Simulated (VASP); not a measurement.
Runs of VASP 6.6.1 on Nb. The structure is that of space group Im-3m (No. 229), or close to it. The cells are those of the table. 

```tsv
task	cell	k mesh	cutoff (eV)	gap on the mesh (eV)	pressure (GPa)
single point	a = 2.819 Å, angles 109.5°, 1 atom	18 × 18 × 18	520	none	(a)
single point	a = 2.765 Å, angles 109.5°, 1 atom	18 × 18 × 18	520	none	14.7
single point	a = 2.632 Å, angles 109.5°, 1 atom	20 × 20 × 20	520	none	59.8
relaxation of cell and atoms	relaxed to 3 GPa from a = 2.808 Å, angles 109.5°, 1 atom	18 × 18 × 18	600	none	3.0
relaxation of cell and atoms	relaxed to 60 GPa from a = 2.640 Å, angles 109.5°, 1 atom	20 × 20 × 20	600	none	60.0
single point	a = 2.851 Å, angles 109.5°, 1 atom	18 × 18 × 18	520	none	(b)
single point	a = 2.795 Å, angles 109.5°, 1 atom	18 × 18 × 18	520	none	7.7
relaxation of cell and atoms	relaxed to 30 GPa from a = 2.710 Å, angles 109.5°, 1 atom	18 × 18 × 18	600	none	30.0
single point	a = 2.711 Å, angles 109.5°, 1 atom	18 × 18 × 18	520	none	29.7
relaxation of cell and atoms	relaxed to -3 GPa from a = 2.861 Å, angles 109.5°, 1 atom	18 × 18 × 18	600	none	-3.0
relaxation of cell and atoms	relaxed to 15 GPa from a = 2.765 Å, angles 109.5°, 1 atom	18 × 18 × 18	600	none	15.1
relaxation of cell and atoms	relaxed to 8 GPa from a = 2.795 Å, angles 109.5°, 1 atom	18 × 18 × 18	600	none	8.0
```

Alike in all rows: level PBEsol; potentials or basis VASP PAW PBE potentials, release 64 (Nb_sv); no spin polarisation; smearing gaussian 0.1 eV.

Fill in the values left out.

(a) 2.6; (b) -3.4.

Caveats: the PAW data sets were made with another functional, which shifts forces and pressure a little; the cell is relaxed towards a set pressure, so the run minimises the enthalpy, not the energy (at least some runs); the cell stands under pressure (at least some runs); the cell stands under tension (at least some runs).

A k mesh can miss the band edges, and the runs leave out spin-orbit coupling on Nb.

A gap of «none» marks levels without a gap at the run's occupations.
